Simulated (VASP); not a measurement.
# Sb (Pm-3n) in VASP: further runs

The runs below take Sb through single point, with PBE.

All numbers are computed with VASP 6.6.1; they aren't measurements. Logs are shortened: lines on timing, memory, paths and dates and some standing lists are left out, and cuts for length are marked.

## (1) The cell of the first run

It takes space group Pm-3n (No. 223, cubic). The conventional cell has a = 6.236 Å, b = 6.236 Å, c = 6.236 Å, α = 90.00°, β = 90.00°, γ = 90.00°. Within 4.6 Å of Sb (site symmetry m-3) lie 12 Sb at 3.49 Å. Sb (site symmetry -4m2) has 14 Sb at 3.12 to 3.82 Å within 4.1 Å.

## (2) Single point, PBE

The input, INCAR:

```
SYSTEM = Sb
ALGO = Normal
EDIFF = 1E-7
ENCUT = 520
GGA = PE
ISIF = 2
ISMEAR = 0
LASPH = .True.
LCHARG = .False.
LREAL = .False.
LWAVE = .False.
NBANDS = 30
NELM = 80
PREC = Accurate
SIGMA = 0.1
```

The input, KPOINTS:

```
k-points
0
Gamma
  4 4 4
  0 0 0
```

The input, POSCAR:

```
Sb
1.0
    6.2356387728      0.0000000000      0.0000000000
    0.0000000000      6.2356387728      0.0000000000
    0.0000000000      0.0000000000      6.2356387728
Sb
8
Direct
    0.5000000000      0.5000000000      0.5000000000
    0.0000000000      0.0000000000      0.0000000000
    0.2500000000      0.0000000000      0.5000000000
    0.5000000000      0.2500000000      0.0000000000
    0.5000000000      0.7500000000      0.0000000000
    0.7500000000      0.0000000000      0.5000000000
    0.0000000000      0.5000000000      0.7500000000
    0.0000000000      0.5000000000      0.2500000000
```

Potentials or basis: VASP PAW PBE potentials, release 64 (Sb).

The run is started by

```
> cat potpaw_PBE.64/Sb/POTCAR > POTCAR
> mpirun -np 1 vasp_std > vasp.out
```

OUTCAR:

```text
SYSTEM = Sb
   EDIFF = 1E-7
   ENCUT = 520
   GGA = PE
   ISIF = 2
   ISMEAR = 0
   LASPH = .True.
   LREAL = .False.
   NELM = 80
   PREC = Accurate

 ion  position               nearest neighbor table
   1  0.500  0.500  0.500-   3 3.49   4 3.49   5 3.49   6 3.49   7 3.49   8 3.49   4 3.49   5 3.49
                             3 3.49   6 3.49   7 3.49   8 3.49
   2  0.000  0.000  0.000-   3 3.49   4 3.49   5 3.49   6 3.49   7 3.49   8 3.49   3 3.49   6 3.49
                             7 3.49   8 3.49   4 3.49   5 3.49
   3  0.250  0.000  0.500-   6 3.12   6 3.12   1 3.49   2 3.49   1 3.49   2 3.49
   4  0.500  0.250  0.000-   5 3.12   5 3.12   1 3.49   1 3.49   2 3.49   2 3.49
   5  0.500  0.750  0.000-   4 3.12   4 3.12   1 3.49   1 3.49   2 3.49   2 3.49
   6  0.750  0.000  0.500-   3 3.12   3 3.12   1 3.49   2 3.49   1 3.49   2 3.49
   7  0.000  0.500  0.750-   8 3.12   8 3.12   1 3.49   2 3.49   2 3.49   1 3.49
   8  0.000  0.500  0.250-   7 3.12   7 3.12   1 3.49   2 3.49   2 3.49   1 3.49

  LATTYP: Found a simple cubic cell.
 ALAT       =     6.2356387728

  Lattice vectors:

 A1 = (   6.2356387728,   0.0000000000,   0.0000000000)
 A2 = (   0.0000000000,   6.2356387728,   0.0000000000)
 A3 = (   0.0000000000,   0.0000000000,   6.2356387728)

Analysis of symmetry for initial positions (statically):
=====================================================================
 Subroutine PRICEL returns:
 Original cell was already a primitive cell.

 Routine SETGRP: Setting up the symmetry group for a
 simple cubic supercell.

 Subroutine GETGRP returns: Found 48 space group operations
 (whereof 24 operations were pure point group operations)
 out of a pool of 48 trial point group operations.

The static configuration has the point symmetry T_h .
 The point group associated with its full space group is O_h .

Analysis of symmetry for dynamics (positions and initial velocities):
=====================================================================
 Subroutine PRICEL returns:
 Original cell was already a primitive cell.

 Routine SETGRP: Setting up the symmetry group for a
 simple cubic supercell.

 Subroutine GETGRP returns: Found 48 space group operations
 (whereof 24 operations were pure point group operations)
 out of a pool of 48 trial point group operations.

The dynamic configuration has the point symmetry T_h .
 The point group associated with its full space group is O_h .

 Subroutine INISYM returns: Found 48 space group operations
 (whereof 24 operations are pure point group operations),
 and found     1 'primitive' translations

----------------------------------------------------------------------------------------

                                     Primitive cell

  volume of cell :     242.4615

  direct lattice vectors                    reciprocal lattice vectors
     6.235638773  0.000000000  0.000000000     0.160368494  0.000000000  0.000000000
     0.000000000  6.235638773  0.000000000     0.000000000  0.160368494  0.000000000
     0.000000000  0.000000000  6.235638773     0.000000000  0.000000000  0.160368494

  length of vectors
     6.235638773  6.235638773  6.235638773     0.160368494  0.160368494  0.160368494

  position of ions in fractional coordinates (direct lattice)
     0.500000000  0.500000000  0.500000000
     0.000000000  0.000000000  0.000000000
     0.250000000  0.000000000  0.500000000
     0.500000000  0.250000000  0.000000000
     0.500000000  0.750000000  0.000000000
     0.750000000  0.000000000  0.500000000
     0.000000000  0.500000000  0.750000000
     0.000000000  0.500000000  0.250000000

  ion indices of the primitive-cell ions
   primitive index   ion index
                 1           1
                 2           2
                 3           3
                 4           4
                 5           5
                 6           6
                 7           7
                 8           8

----------------------------------------------------------------------------------------

 KPOINTS: k-points

Automatic generation of k-mesh.
 Grid dimensions read from file:
 generate k-points for:    4    4    4

 Generating k-lattice:

  Cartesian coordinates                     Fractional coordinates (reciprocal lattice)
     0.040092124  0.000000000  0.000000000     0.250000000  0.000000000  0.000000000
     0.000000000  0.040092124  0.000000000     0.000000000  0.250000000  0.000000000
     0.000000000  0.000000000  0.040092124     0.000000000  0.000000000  0.250000000

  Length of vectors
     0.040092124  0.040092124  0.040092124

  Shift w.r.t. Gamma in fractional coordinates (k-lattice)
     0.000000000  0.000000000  0.000000000

 Subroutine IBZKPT returns following result:
 ===========================================

 Found     10 irreducible k-points:

 Following reciprocal coordinates:
            Coordinates               Weight
  0.000000  0.000000  0.000000      1.000000
  0.250000  0.000000  0.000000      6.000000
  0.500000  0.000000  0.000000      3.000000
  0.250000  0.250000  0.000000     12.000000
  0.500000  0.250000  0.000000     12.000000
  0.500000  0.500000  0.000000      3.000000
  0.250000  0.250000  0.250000      8.000000
  0.500000  0.250000  0.250000     12.000000
  0.500000  0.500000  0.250000      6.000000
  0.500000  0.500000  0.500000      1.000000
   k-points           NKPTS =     10   k-points in BZ     NKDIM =     10   number of bands    NBANDS=     30
   number of dos      NEDOS =    301   number of ions     NIONS =      8
   total plane-waves  NPLWV = 110592
   dimension x,y,z NGX =    48 NGY =   48 NGZ =   48
   dimension x,y,z NGXF=    96 NGYF=   96 NGZF=   96
   ions per type =               8
   NGX,Y,Z   is equivalent  to a cutoff of  12.80, 12.80, 12.80 a.u.
   NGXF,Y,Z  is equivalent  to a cutoff of  25.59, 25.59, 25.59 a.u.
 SYSTEM =  Sb
   PREC   = accura    normal or accurate (medium, high low for compatibility)
   ISTART =      0    job   : 0-new  1-cont  2-samecut
   ICHARG =      2    charge: 1-file 2-atom 10-const
   ISPIN  =      1    spin polarized calculation?
   LNONCOLLINEAR =      F non collinear calculations
   LSORBIT =      F    spin-orbit coupling
   LASPH  =      T    aspherical Exc in radial PAW
   ENCUT  =  520.0 eV  38.22 Ry    6.18 a.u.  11.59 11.59 11.59*2*pi/ulx,y,z
   NELM   =     80;   NELMIN=  2; NELMDL= -5     # of ELM steps
   EDIFF  = 0.1E-06   stopping-criterion for ELM
   LREAL  =      F    real-space projection
   EDIFFG = 0.1E-05   stopping-criterion for IOM
   NSW    =      0    number of steps for IOM
   IBRION =     -1    ionic relax: 0-MD 1-quasi-New 2-CG
   NFREE  =      0    steps in history (QN), initial steepest desc. (CG)
   ISIF   =      2    stress and relaxation
   ISYM   =      2    0-nonsym 1-usesym 2-fastsym
   POTIM  = 0.5000    time-step for ionic-motion
   TEBEG  =    0.0;   TEEND  =   0.0 temperature during run
   PSTRESS=    0.0 pullay stress
   NELECT =      40.0000    total number of electrons
   NUPDOWN=      -1.0000    fix difference up-down
   EMIN   =  10.00;   EMAX   =-10.00  energy-range for DOS
   EFERMI =   0.00;   METHOD = LEGACY
   ISMEAR =     0;   SIGMA  =   0.10  broadening in eV -4-tet -1-fermi 0-gaus
   EFERMI_NEDOS =   21; number of points for ismear=-14 and -15
   IALGO  =     38    algorithm
   IMIX   =      4    mixing-type and parameters
     AMIX     =   0.40;   BMIX     =  1.00
     AMIX_MAG =   1.60;   BMIX_MAG =  1.00
  volume/ion in A,a.u.               =      30.31       204.53
  Fermi-wavevector in a.u.,A,eV,Ry     =   0.897871  1.696730 10.968637  0.806172
  Thomas-Fermi vector in A             =   2.020509
   LORBIT       =      0    0 simple, 1 ext, 2 COOP (PROOUT), +10 PAW based schemes
   GGA     = PE    functional components
   LHFCALC =     F    Hartree Fock is set to
   AEXX    =    0.0000 exact exchange contribution
   IVDW    =     0    specifies the selected vdW correction
   LEPSILON=     F    determine dielectric tensor
   LRPA    =     F    only Hartree local field effects (RPA)
 non-spin polarized calculation
 Gauss-broadening in eV      SIGMA  =   0.10
  energy-cutoff  :      520.00
  volume of cell :      242.46
 maximum number of plane-waves:      6619
 NGX is ok and might be reduce to    48
   NGX = 23   NGY = 23   NGZ = 23

 number of electron      39.9999996 magnetization

 Free energy of the ion-electron system (eV)
  ---------------------------------------------------
  ext. energy  EPLUGINS =         0.00000000
  ---------------------------------------------------
  free energy    TOTEN  =       -29.75268607 eV

  energy without entropy =      -29.69854749  energy(sigma->0) =      -29.72561678

 E-fermi :   7.1159     XC(G=0):  -9.7157

 val. band max:        7.0735280899   @ k =   0.2500   0.2500   0.0000
 cond. band min:       7.1547355878   @ k =   0.2500   0.2500   0.0000
 fundamental gap:      0.0812074979
 Fermi energy:         7.1159457776

 k-point     1 :       0.0000    0.0000    0.0000
  band No.  band energies     occupation
      1      -5.0519      2.00000
      2      -2.5098      2.00000
      3      -2.5098      2.00000
      4      -2.2170      2.00000
      5      -0.8451      2.00000
      6      -0.8451      2.00000
[... 22 lines left out ...]
     29       9.8399      0.00000
     30      12.2245      0.00000

 k-point     2 :       0.2500    0.0000    0.0000
  band No.  band energies     occupation
      1      -4.8243      2.00000
      2      -3.1598      2.00000
      3      -2.3280      2.00000
      4      -2.1594      2.00000
      5      -0.8584      2.00000
      6      -0.7744      2.00000
[... 22 lines left out ...]
     29       9.9387      0.00000
     30      10.5327      0.00000

 k-point     3 :       0.5000    0.0000    0.0000
  band No.  band energies     occupation
      1      -4.1591      2.00000
      2      -4.1591      2.00000
      3      -1.9742      2.00000
      4      -1.9742      2.00000
      5      -1.1803      2.00000
      6      -1.1803      2.00000
[... 22 lines left out ...]
     29      10.2624      0.00000
     30      10.2624      0.00000

 k-point     4 :       0.2500    0.2500    0.0000
  band No.  band energies     occupation
      1      -4.5978      2.00000
      2      -2.9837      2.00000
      3      -2.9171      2.00000
      4      -2.0676      2.00000
      5      -1.4666      2.00000
      6      -0.8292      2.00000
[... 22 lines left out ...]
     29      10.0036      0.00000
     30      10.1293      0.00000

 k-point     5 :       0.5000    0.2500    0.0000
  band No.  band energies     occupation
      1      -3.9473      2.00000
      2      -3.9265      2.00000
      3      -2.4836      2.00000
      4      -2.1713      2.00000
      5      -1.7700      2.00000
      6      -1.1262      2.00000
[... 22 lines left out ...]
     29       9.8237      0.00000
     30      10.1604      0.00000

 k-point     6 :       0.5000    0.5000    0.0000
  band No.  band energies     occupation
      1      -3.3943      2.00000
      2      -3.2793      2.00000
      3      -3.2793      2.00000
      4      -3.1996      2.00000
      5      -1.3515      2.00000
      6      -1.0581      2.00000
[... 22 lines left out ...]
     29       8.8921      0.00000
     30      10.0195      0.00000

 k-point     7 :       0.2500    0.2500    0.2500
  band No.  band energies     occupation
      1      -4.3722      2.00000
      2      -2.7748      2.00000
      3      -2.7748      2.00000
      4      -2.6765      2.00000
      5      -1.3101      2.00000
      6      -1.3101      2.00000
[... 22 lines left out ...]
     29       9.2623      0.00000
     30       9.8556      0.00000

 k-point     8 :       0.5000    0.2500    0.2500
  band No.  band energies     occupation
      1      -3.7158      2.00000
      2      -3.7158      2.00000
      3      -2.2739      2.00000
      4      -2.2739      2.00000
      5      -1.9872      2.00000
      6      -1.9872      2.00000
[... 22 lines left out ...]
     29       8.9603      0.00000
     30       8.9603      0.00000

 k-point     9 :       0.5000    0.5000    0.2500
  band No.  band energies     occupation
      1      -3.1577      2.00000
      2      -3.0654      2.00000
      3      -3.0654      2.00000
      4      -3.0047      2.00000
      5      -1.7433      2.00000
      6      -1.5884      2.00000
[... 22 lines left out ...]
     29       9.0173      0.00000
     30       9.3132      0.00000

 k-point    10 :       0.5000    0.5000    0.5000
  band No.  band energies     occupation
      1      -2.4600      2.00000
      2      -2.4600      2.00000
      3      -2.4600      2.00000
      4      -2.4600      2.00000
      5      -2.4600      2.00000
      6      -2.4600      2.00000
[... 22 lines left out ...]
     29       7.7461      0.00000
     30       7.7461      0.00000

------------------------ aborting loop because EDIFF is reached ----------------------------------------

  FORCE on cell =-STRESS in cart. coord.  units (eV):
  Direction    XX          YY          ZZ          XY          YZ          ZX
  --------------------------------------------------------------------------------------
  -------------------------------------------------------------------------------------
  Total       -5.6577302     -5.6577302     -5.6577302      0.0000000      0.0000000      0.0000000
  in kB      -37.3860831    -37.3860831    -37.3860831      0.0000000      0.0000000      0.0000000
  external PRESSURE =     -37.3860831 kB  Pullay stress =       0.0000000 kB

 VOLUME and BASIS-vectors are now :
 -----------------------------------------------------------------------------
  energy-cutoff  :      520.00
  volume of cell :      242.46
      direct lattice vectors                 reciprocal lattice vectors
     6.235638773  0.000000000  0.000000000     0.160368494  0.000000000  0.000000000
     0.000000000  6.235638773  0.000000000     0.000000000  0.160368494  0.000000000
     0.000000000  0.000000000  6.235638773     0.000000000  0.000000000  0.160368494

 POSITION                                       TOTAL-FORCE (eV/Angst)
 -----------------------------------------------------------------------------------
      3.11782      3.11782      3.11782         0.000000      0.000000      0.000000
      0.00000      0.00000      0.00000         0.000000      0.000000      0.000000
      1.55891      0.00000      3.11782        -0.000000     -0.000000      0.000000
      3.11782      1.55891      0.00000         0.000000      0.000000     -0.000000
      3.11782      4.67673      0.00000         0.000000     -0.000000      0.000000
      4.67673      0.00000      3.11782         0.000000     -0.000000     -0.000000
      0.00000      3.11782      4.67673        -0.000000      0.000000     -0.000000
      0.00000      3.11782      1.55891         0.000000      0.000000      0.000000
 -----------------------------------------------------------------------------------
    total drift:                               -0.000000     -0.000000      0.000000

  FREE ENERGIE OF THE ION-ELECTRON SYSTEM (eV)
  ---------------------------------------------------
  free  energy   TOTEN  =       -29.7526860702 eV

  energy  without entropy=      -29.6985474862  energy(sigma->0) =      -29.72561678
```

It took 84 s on 1 thread of AMD EPYC 7R13, shared host; peak memory 0.3 GiB.

What came out:

* Free energy: -29.7527 eV
* Pressure: -3.7 GPa
* Band gap on the k mesh: zero (bands 20 and 21 overlap by 0.14 eV)

Caveat: the cell stands under tension; spin-orbit coupling is left out, which moves the levels of the heavy elements.

## (3) Single point, PBE

This run uses another cell than the first one, of 27.92 Å³/atom.

INCAR: that of step 2 with these lines changed.

```diff
@@ -2,3 +2,3 @@
 ALGO = Normal
-EDIFF = 1E-7
+EDIFF = 1E-6
 ENCUT = 520
@@ -12,3 +12,3 @@
 NBANDS = 30
-NELM = 80
+NELM = 100
 PREC = Accurate
```

The input, KPOINTS:

```
k-points
0
Gamma
  6 6 6
  0 0 0
```

POSCAR: that of step 2 with these lines changed.

```diff
@@ -2,5 +2,5 @@
 1.0
-    6.2356387728      0.0000000000      0.0000000000
-    0.0000000000      6.2356387728      0.0000000000
-    0.0000000000      0.0000000000      6.2356387728
+    6.0676146626      0.0000000000      0.0000000000
+    0.0000000000      6.0676146626      0.0000000000
+    0.0000000000      0.0000000000      6.0676146626
 Sb
```

Potentials or basis: VASP PAW PBE potentials, release 64 (Sb).

The run is started by

```
> cat potpaw_PBE.64/Sb/POTCAR > POTCAR
> mpirun -np 1 vasp_std > vasp.out
```

Run time: 2.4 min. Hardware: 1 thread of AMD EPYC 7R13, shared host; peak memory 0.33 GiB.

The run converged. Its results:

| Item | Value |
| --- | --- |
| Free energy | -30.0718 eV |
| Pressure | -0.1 GPa |
| Band gap on the k mesh | zero (bands 20 and 21 overlap by 0.53 eV) |

Levels at points of the mesh, in eV from the Fermi level:
```csv
k point,band 17,band 18,band 19,band 20,band 21,band 22,band 23,band 24
"(0.00, 0.00, 0.00)",-2.23,-1.62,-1.62,-1.62,0.76,0.76,0.76,1.18
"(0.50, 0.00, 0.00)",-1.28,-1.28,-0.73,-0.73,0.26,0.26,1.08,1.08
"(0.50, 0.50, 0.00)",-1.27,-1.27,-0.57,-0.27,0.34,0.54,1.18,1.18
"(0.50, 0.50, 0.50)",0.04,0.04,0.04,0.04,0.04,0.04,0.10,0.10
```

Caveat: spin-orbit coupling is left out, which moves the levels of the heavy elements.

## (4) Single point, PBE

This run uses another cell than the first one, of 27.92 Å³/atom.

The input, INCAR:

```
ALGO = Normal
EDIFF = 1E-6
ENCUT = 520
GGA = PE
ISIF = 2
ISMEAR = 0
LASPH = True
LCHARG = True
LELF = True
LREAL = False
LVHAR = True
LWAVE = False
NBANDS = 30
NELM = 60
PREC = Accurate
SIGMA = 0.1
```

The input, KPOINTS:

```
k-points
0
Gamma
  6 6 6
```

POSCAR is that of step 3.

The run is started by

```
> cat potpaw_PBE.64/Sb/POTCAR > POTCAR
> mpirun -np 1 vasp_std > vasp.out
```

Wall time 2.7 min (1 thread of AMD EPYC 7R13, shared host); peak memory 0.33 GiB.

It converged, with:

```yaml
Free_energy: -30.0718 eV
Pressure: -0.1 GPa
Band_gap_on_the_k_mesh: zero (bands 20 and 21 overlap by 0.53 eV)
```

Levels at points of the mesh, in eV from the Fermi level:
```tsv
k point	band 18	band 19	band 20	band 21	band 22	band 23
(0.00, 0.00, 0.00)	-1.62	-1.62	-1.62	0.76	0.76	0.76
(0.50, 0.00, 0.00)	-1.28	-0.73	-0.73	0.26	0.26	1.08
(0.50, 0.50, 0.00)	-1.27	-0.57	-0.27	0.34	0.54	1.18
(0.50, 0.50, 0.50)	0.04	0.04	0.04	0.04	0.04	0.10
```

Caveat: spin-orbit coupling is left out, which moves the levels of the heavy elements.

The gap in the log of VASP goes by the Fermi energy; the results here count the filled bands.